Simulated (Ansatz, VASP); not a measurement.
# One calculation of TaN, two programs

INCAR

```
PREC = Accurate
ENCUT = 520
EDIFF = 1E-6
ISMEAR = -1
SIGMA = 0.1
LREAL = False
LASPH = True
NELM = 100
ALGO = Normal
ISIF = 2
LWAVE = False
LCHARG = False
GGA = PS
NBANDS = 15
```

KPOINTS

```
Automatic mesh
0
Gamma
  13 13 12
```

File POSCAR:

```
TaN
1.0
    2.9380000000      0.0000000000      0.0000000000
   -1.4690000000      2.5443826363      0.0000000000
    0.0000000000      0.0000000000      2.8830000000
Ta N
1 1
Direct
    0.0000000000      0.0000000000      0.5000000000
    0.6666666667      0.3333333333      0.0000000000
```

Input for Ansatz:

```yaml
crystal:
  lattice:
    a: 2.938
    b: 2.938
    c: 2.883
    alpha: 90.0
    beta: 90.0
    gamma: 120.0
  space_group: 187
  atoms:
    - { symbol: Ta, position: [0.0, 0.0, 0.5] }
    - { symbol: "N", position: [0.6666666666666666, 0.3333333333333333, 0.0] }
kpoints:
  mp_grid:
    grid: [13, 13, 12]
hamiltonian:
  xc: pbesol
  pseudopotentials:
    kind: paw
scf:
  occupations:
    method: fermi_dirac
    width: 0.1
output:
  forces: true
  stress: true
  eigenvalues: true
```

Alike in both runs: task single point; functional PBEsol; k mesh 13 × 13 × 12; occupations fermi-dirac, width 0.1 eV; no spin polarisation.

|  | VASP | Ansatz |
| --- | --- | --- |
| version | VASP 6.6.1 | Ansatz 0.2.0 |
| potentials or method | VASP PAW PBE potentials, release 64 (Ta_pv, N) | plane waves, PAW |
| plane-wave cutoff (eV) | 520 | 420 |
| valence electrons in the cell | 16 | 18 |

|  | VASP | Ansatz | Ansatz less VASP |
| --- | --- | --- | --- |
| gap on the k mesh at the Fermi level (eV) | none | none | - |
| pressure (GPa) | -4.1 | -4.9 | -0.78 |
| traceless stress, the component that is largest in VASP (GPa) | 0.00 | -0.13 | -0.131 |

VASP's potentials were made for PBE, not for PBEsol. A gap of «none» marks a metal or a gap that the smearing closes. The functional is the same, so the differences come from potentials, cutoffs and numerics. VASP's potentials hold 16 valence electrons a cell and Ansatz's 18, so a difference there can come from the potentials and not from the codes.

Spin-orbit coupling is off throughout.
